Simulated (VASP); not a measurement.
# Fe (P6_3/mmc) in VASP: further runs

Runs on Fe. Level: PBE. Tasks: single point.

Everything below comes from runs of VASP 6.6.1. Logs are shortened: lines on timing, memory, paths and dates and some standing lists are left out, and cuts for length are marked.

### 1 The cell of the first run

It takes space group P6_3/mmc (No. 194, hexagonal). The conventional cell has a = 2.467 Å, b = 2.467 Å, c = 3.902 Å, α = 90.00°, β = 90.00°, γ = 120.00°. Fe (site symmetry -6m2) has 12 Fe at 2.42 to 2.47 Å within 3.2 Å.

This isn't the form of Fe at room conditions, which is bcc.

### 2 Single point, PBE, collinear spin, ferromagnetic start

INCAR reads:

```
SYSTEM = Fe
  ALGO = Normal
  EDIFF = 1E-7
  ENCUT = 520
  GGA = PE
  ISIF = 2
  ISMEAR = -1
  ISPIN = 2
  LASPH = .TRUE.
  LCHARG = .FALSE.
  LMAXMIX = 4
  LORBIT = 11
  LREAL = .FALSE.
  LWAVE = .FALSE.
  MAGMOM = 2.5 2.5
  NBANDS = 19
  NELM = 150
  PREC = Accurate
  SIGMA = 0.1
```

KPOINTS reads:

```
k-points
0
G
  17 17 9
  0 0 0
```

POSCAR reads:

```
Fe
1.0
    2.4668752255      0.0000000000      0.0000000000
   -1.2334376127      2.1363766132      0.0000000000
    0.0000000000      0.0000000000      3.9016972825
Fe
2
Direct
    0.3333333333      0.6666666667      0.2500000000
    0.6666666667      0.3333333333      0.7500000000
```

Potentials or basis: VASP PAW PBE potentials, release 64 (Fe).

Run with:

```console
> cat potpaw_PBE.64/Fe/POTCAR > POTCAR
> mpirun -np 1 vasp_std > vasp.out
```

OUTCAR:

```text
SYSTEM = Fe
   EDIFF = 1E-7
   ENCUT = 520
   GGA = PE
   ISIF = 2
   ISMEAR = -1
   ISPIN = 2
   LASPH = .TRUE.
   LORBIT = 11
   LREAL = .FALSE.
   NELM = 150
   PREC = Accurate

 ion  position               nearest neighbor table
   1  0.333  0.667  0.250-   2 2.42   2 2.42   2 2.42   2 2.42   2 2.42   2 2.42
   2  0.667  0.333  0.750-   1 2.42   1 2.42   1 2.42   1 2.42   1 2.42   1 2.42

  LATTYP: Found a hexagonal cell.
 ALAT       =     2.4668752255
 C/A-ratio  =     1.5816354399

  Lattice vectors:

 A1 = (   2.4668752255,   0.0000000000,   0.0000000000)
 A2 = (  -1.2334376127,   2.1363766132,   0.0000000000)
 A3 = (   0.0000000000,   0.0000000000,   3.9016972825)

Analysis of symmetry for initial positions (statically):
=====================================================================
 Subroutine PRICEL returns:
 Original cell was already a primitive cell.

 Routine SETGRP: Setting up the symmetry group for a
 hexagonal supercell.

 Subroutine GETGRP returns: Found 24 space group operations
 (whereof 12 operations were pure point group operations)
 out of a pool of 24 trial point group operations.

The static configuration has the point symmetry D_3d.
 The point group associated with its full space group is D_6h.

Analysis of symmetry for dynamics (positions and initial velocities):
=====================================================================
 Subroutine PRICEL returns:
 Original cell was already a primitive cell.

 Routine SETGRP: Setting up the symmetry group for a
 hexagonal supercell.

 Subroutine GETGRP returns: Found 24 space group operations
 (whereof 12 operations were pure point group operations)
 out of a pool of 24 trial point group operations.

The dynamic configuration has the point symmetry D_3d.
 The point group associated with its full space group is D_6h.

Analysis of structural, dynamic, and magnetic symmetry:
=====================================================================
 Subroutine PRICEL returns:
 Original cell was already a primitive cell.

 Routine SETGRP: Setting up the symmetry group for a
 hexagonal supercell.

 Subroutine GETGRP returns: Found 24 space group operations
 (whereof 12 operations were pure point group operations)
 out of a pool of 24 trial point group operations.

The overall configuration has the point symmetry D_3d.
 The point group associated with its full space group is D_6h.

 Subroutine INISYM returns: Found 24 space group operations
 (whereof 12 operations are pure point group operations),
 and found     1 'primitive' translations

----------------------------------------------------------------------------------------

                                     Primitive cell

  volume of cell :      20.5626

  direct lattice vectors                    reciprocal lattice vectors
     2.466875225  0.000000000  0.000000000     0.405371131  0.234041132  0.000000000
    -1.233437613  2.136376613  0.000000000     0.000000000  0.468082263  0.000000000
     0.000000000  0.000000000  3.901697282     0.000000000  0.000000000  0.256298715

  length of vectors
     2.466875225  2.466875225  3.901697282     0.468082263  0.468082263  0.256298715

  position of ions in fractional coordinates (direct lattice)
     0.333333333  0.666666667  0.250000000
     0.666666667  0.333333333  0.750000000

  ion indices of the primitive-cell ions
   primitive index   ion index
                 1           1
                 2           2

----------------------------------------------------------------------------------------

 KPOINTS: k-points

Automatic generation of k-mesh.
 Grid dimensions read from file:
 generate k-points for:   17   17    9

 Generating k-lattice:

  Cartesian coordinates                     Fractional coordinates (reciprocal lattice)
     0.023845361  0.013767125  0.000000000     0.058823529  0.000000000  0.000000000
     0.000000000  0.027534251  0.000000000     0.000000000  0.058823529  0.000000000
     0.000000000  0.000000000  0.028477635     0.000000000  0.000000000  0.111111111

  Length of vectors
     0.027534251  0.027534251  0.028477635

  Shift w.r.t. Gamma in fractional coordinates (k-lattice)
     0.000000000  0.000000000  0.000000000

 Subroutine IBZKPT returns following result:
 ===========================================

 Found    165 irreducible k-points:

 Following reciprocal coordinates:
            Coordinates               Weight
  0.000000  0.000000  0.000000      1.000000
  0.058824 -0.000000  0.000000      6.000000
  0.117647 -0.000000  0.000000      6.000000
  0.176471  0.000000  0.000000      6.000000
  0.235294 -0.000000  0.000000      6.000000
  0.294118  0.000000  0.000000      6.000000
[... 16 lines left out ...]
  0.411765  0.117647  0.000000     12.000000
  0.176471  0.176471  0.000000      6.000000
 [... further k-points ...]
   k-points           NKPTS =    165   k-points in BZ     NKDIM =    165   number of bands    NBANDS=     19
   number of dos      NEDOS =    301   number of ions     NIONS =      2
   total plane-waves  NPLWV =   9720
   dimension x,y,z NGX =    18 NGY =   18 NGZ =   30
   dimension x,y,z NGXF=    36 NGYF=   36 NGZF=   60
   ions per type =               2
   NGX,Y,Z   is equivalent  to a cutoff of  12.13, 12.13, 12.78 a.u.
   NGXF,Y,Z  is equivalent  to a cutoff of  24.26, 24.26, 25.57 a.u.
 SYSTEM =  Fe
   PREC   = accura    normal or accurate (medium, high low for compatibility)
   ISTART =      0    job   : 0-new  1-cont  2-samecut
   ICHARG =      2    charge: 1-file 2-atom 10-const
   ISPIN  =      2    spin polarized calculation?
   LNONCOLLINEAR =      F non collinear calculations
   LSORBIT =      F    spin-orbit coupling
   LASPH  =      T    aspherical Exc in radial PAW
   ENCUT  =  520.0 eV  38.22 Ry    6.18 a.u.   4.59  4.59  7.25*2*pi/ulx,y,z
   NELM   =    150;   NELMIN=  2; NELMDL= -5     # of ELM steps
   EDIFF  = 0.1E-06   stopping-criterion for ELM
   LREAL  =      F    real-space projection
   EDIFFG = 0.1E-05   stopping-criterion for IOM
   NSW    =      0    number of steps for IOM
   IBRION =     -1    ionic relax: 0-MD 1-quasi-New 2-CG
   NFREE  =      0    steps in history (QN), initial steepest desc. (CG)
   ISIF   =      2    stress and relaxation
   ISYM   =      2    0-nonsym 1-usesym 2-fastsym
   POTIM  = 0.5000    time-step for ionic-motion
   TEBEG  =    0.0;   TEEND  =   0.0 temperature during run
   PSTRESS=    0.0 pullay stress
   NELECT =      16.0000    total number of electrons
   NUPDOWN=      -1.0000    fix difference up-down
   EMIN   =  10.00;   EMAX   =-10.00  energy-range for DOS
   EFERMI =   0.00;   METHOD = LEGACY
   ISMEAR =    -1;   SIGMA  =   0.10  broadening in eV -4-tet -1-fermi 0-gaus
   EFERMI_NEDOS =   21; number of points for ismear=-14 and -15
   IALGO  =     38    algorithm
   IMIX   =      4    mixing-type and parameters
     AMIX     =   0.40;   BMIX     =  1.00
     AMIX_MAG =   1.60;   BMIX_MAG =  1.00
  volume/ion in A,a.u.               =      10.28        69.38
  Fermi-wavevector in a.u.,A,eV,Ry     =   1.505758  2.845471 30.848604  2.267308
  Thomas-Fermi vector in A             =   2.616565
   LORBIT       =     11    0 simple, 1 ext, 2 COOP (PROOUT), +10 PAW based schemes
   GGA     = PE    functional components
   LHFCALC =     F    Hartree Fock is set to
   AEXX    =    0.0000 exact exchange contribution
   IVDW    =     0    specifies the selected vdW correction
   LEPSILON=     F    determine dielectric tensor
   LRPA    =     F    only Hartree local field effects (RPA)
 spin polarized calculation
  energy-cutoff  :      520.00
  volume of cell :       20.56
 maximum number of plane-waves:       573
   NGX =  9   NGY =  9   NGZ = 15

 number of electron      16.0000004 magnetization      -0.0038248

 number of electron      16.0000004 magnetization       0.0004822

 Free energy of the ion-electron system (eV)
  ---------------------------------------------------
  ext. energy  EPLUGINS =         0.00000000
  ---------------------------------------------------
  free energy    TOTEN  =       -16.34862202 eV

  energy without entropy =      -16.25986658  energy(sigma->0) =      -16.30424430

 E-fermi :   6.8042     XC(G=0): -13.7396

 val. band max:        6.8036528101   @ k =   0.2941   0.0000   0.0000
 cond. band min:       6.8084174300   @ k =   0.2941   0.1176   0.2222
 fundamental gap:      0.0047646199
 Fermi energy:         6.8042212544

 spin component 1

 k-point     1 :       0.0000    0.0000    0.0000
  band No.  band energies     occupation
      1      -2.0573      1.00000
      2       1.9318      1.00000
      3       5.1816      1.00000
      4       5.1816      1.00000
      5       5.3041      1.00000
      6       5.6393      0.99999
[... 11 lines left out ...]
     18      33.1835      0.00000
     19      33.7633      0.00000

 k-point     2 :       0.0588   -0.0000    0.0000
  band No.  band energies     occupation
      1      -1.9293      1.00000
      2       2.0154      1.00000
      3       4.9999      1.00000
      4       5.2531      1.00000
      5       5.4578      1.00000
      6       5.6033      0.99999
[... 11 lines left out ...]
     18      33.1715      0.00000
     19      35.3641      0.00000

 k-point     3 :       0.1176   -0.0000    0.0000
  band No.  band energies     occupation
      1      -1.5530      1.00000
      2       2.2463      1.00000
      3       4.7292      1.00000
      4       5.3845      1.00000
      5       5.4617      1.00000
      6       5.4794      1.00000
[... 434 lines left out ...]
      1       2.5435      1.00000
      2       2.6542      1.00000
      3       2.7732      1.00000
      4       4.4198      1.00000
      5       4.8142      1.00000
      6       5.2421      1.00000
[... 11 lines left out ...]
     18      27.8660      0.00000
     19      30.7810      0.00000

 k-point    24 :       0.1765    0.1765    0.0000
  band No.  band energies     occupation
      1       0.9349      1.00000
      2       3.2096      1.00000
      3       3.5258      1.00000
      4       3.7145      1.00000
      5       4.9487      1.00000
      6       5.3248      1.00000
[... 11 lines left out ...]
     18      29.8723      0.00000
     19      30.7631      0.00000

 [... further k-points ...]

 spin component 2

 k-point     1 :       0.0000    0.0000    0.0000
  band No.  band energies     occupation
      1      -2.0574      1.00000
      2       1.9319      1.00000
      3       5.1818      1.00000
      4       5.1818      1.00000
      5       5.3044      1.00000
      6       5.6395      0.99999
[... 11 lines left out ...]
     18      33.1835      0.00000
     19      33.7633      0.00000

 k-point     2 :       0.0588   -0.0000    0.0000
  band No.  band energies     occupation
      1      -1.9294      1.00000
      2       2.0155      1.00000
      3       5.0001      1.00000
      4       5.2533      1.00000
      5       5.4580      1.00000
      6       5.6035      0.99999
[... 11 lines left out ...]
     18      33.1714      0.00000
     19      35.3641      0.00000

 k-point     3 :       0.1176   -0.0000    0.0000
  band No.  band energies     occupation
      1      -1.5530      1.00000
      2       2.2464      1.00000
      3       4.7294      1.00000
      4       5.3846      1.00000
      5       5.4620      1.00000
      6       5.4796      1.00000
[... 434 lines left out ...]
      1       2.5437      1.00000
      2       2.6544      1.00000
      3       2.7734      1.00000
      4       4.4198      1.00000
      5       4.8143      1.00000
      6       5.2423      1.00000
[... 11 lines left out ...]
     18      27.8660      0.00000
     19      30.7810      0.00000

 k-point    24 :       0.1765    0.1765    0.0000
  band No.  band energies     occupation
      1       0.9349      1.00000
      2       3.2098      1.00000
      3       3.5259      1.00000
      4       3.7147      1.00000
      5       4.9489      1.00000
      6       5.3250      1.00000
[... 11 lines left out ...]
     18      29.8723      0.00000
     19      30.7631      0.00000

 [... further k-points ...]

------------------------ aborting loop because EDIFF is reached ----------------------------------------

  FORCE on cell =-STRESS in cart. coord.  units (eV):
  Direction    XX          YY          ZZ          XY          YZ          ZX
  --------------------------------------------------------------------------------------
  -------------------------------------------------------------------------------------
  Total       -0.3140087     -0.3140087     -0.3377369     -0.0000000     -0.0000000      0.0000000
  in kB      -24.4666049    -24.4666049    -26.3154337     -0.0000000     -0.0000000      0.0000000
  external PRESSURE =     -25.0828811 kB  Pullay stress =       0.0000000 kB

 VOLUME and BASIS-vectors are now :
 -----------------------------------------------------------------------------
  energy-cutoff  :      520.00
  volume of cell :       20.56
      direct lattice vectors                 reciprocal lattice vectors
     2.466875225  0.000000000  0.000000000     0.405371131  0.234041132  0.000000000
    -1.233437613  2.136376613  0.000000000     0.000000000  0.468082263  0.000000000
     0.000000000  0.000000000  3.901697282     0.000000000  0.000000000  0.256298715

 POSITION                                       TOTAL-FORCE (eV/Angst)
 -----------------------------------------------------------------------------------
     -0.00000      1.42425      0.97542        -0.000000      0.000000      0.000000
      1.23344      0.71213      2.92627         0.000000     -0.000000      0.000000
 -----------------------------------------------------------------------------------
    total drift:                               -0.000000      0.000000     -0.000000

  FREE ENERGIE OF THE ION-ELECTRON SYSTEM (eV)
  ---------------------------------------------------
  free  energy   TOTEN  =       -16.3486220220 eV

  energy  without entropy=      -16.2598665792  energy(sigma->0) =      -16.30424430

 total charge

# of ion       s       p       d       tot
------------------------------------------
    1        0.531   0.627   6.330   7.489
    2        0.531   0.627   6.330   7.489
--------------------------------------------------
tot          1.062   1.255  12.660  14.977

 magnetization (x)

# of ion       s       p       d       tot
------------------------------------------
    1       -0.000  -0.000   0.000   0.000
    2       -0.000  -0.000   0.000   0.000
--------------------------------------------------
tot         -0.000  -0.000   0.000   0.000
```

It took 2.6 min on 1 thread of Intel Xeon Platinum 8375C at 2.90GHz (Ice Lake), shared host; peak memory 0.2 GiB.

Results:

- Free energy: -16.3486 eV
- Pressure: -2.5 GPa
- Band gap on the k mesh: zero (filled and empty bands overlap)
- Net moment: 0.00 μB per cell
- Valence electrons inside the program's atomic spheres: Fe 7.49

Stress tensor (GPa, compression positive):
```
-2.45  0.00  0.00
 0.00 -2.45  0.00
 0.00  0.00 -2.63
```

Caveat: the moments typed at the start vanished in this run.

### 3 Single point, PBE, collinear spin, ferromagnetic start

INCAR reads:

```
PREC = Accurate
ENCUT = 520
EDIFF = 1E-6
ISMEAR = -1
SIGMA = 0.1
LREAL = F
LASPH = T
NELM = 150
ALGO = Normal
ISIF = 2
LWAVE = F
LCHARG = F
ISPIN = 2
MAGMOM = 2.5 2.5
LORBIT = 11
LMAXMIX = 4
GGA = PE
NBANDS = 19
```

KPOINTS reads:

```
regular mesh
0
Gamma
  17 17 9
```

POSCAR reads:

```
Fe
1.0
    2.4666156545      0.0000000000      0.0000000000
   -1.2333078272      2.1361518182      0.0000000000
    0.0000000000      0.0000000000      3.9010067196
Fe
2
Direct
    0.3333333333      0.6666666667      0.2500000000
    0.6666666667      0.3333333333      0.7500000000
```

Potentials or basis: VASP PAW PBE potentials, release 64 (Fe).

Run with:

```console
> cat potpaw_PBE.64/Fe/POTCAR > POTCAR
> mpirun -np 1 vasp_std > vasp.out
```

It took 2.6 min on 1 thread of Intel Xeon Platinum 8375C at 2.90GHz (Ice Lake), shared host; peak memory 0.2 GiB.

It converged, with:

```
Free energy                                           : -16.3487 eV
Pressure                                              : -2.4 GPa
Band gap on the k mesh                                : zero (filled and empty bands overlap)
Net moment                                            : 0.00 μB per cell
Valence electrons inside the program's atomic spheres : Fe 7.49
```

Stress tensor (GPa, compression positive):
```
-2.31  0.00  0.00
 0.00 -2.31  0.00
 0.00  0.00 -2.46
```

Levels at points of the mesh, in eV from the Fermi level:
Spin up:
| k point | band 6 | band 7 | band 8 | band 9 | band 10 | band 11 |
| --- | --- | --- | --- | --- | --- | --- |
| (0.00, 0.00, 0.00) | -1.17 | -1.17 | -0.83 | -0.83 | 0.54 | 0.70 |
Spin down:
```csv
k point,band 6,band 7,band 8,band 9,band 10,band 11
"(0.00, 0.00, 0.00)",-1.17,-1.17,-0.83,-0.83,0.54,0.70
```

Caveat: the moments typed at the start vanished in this run.
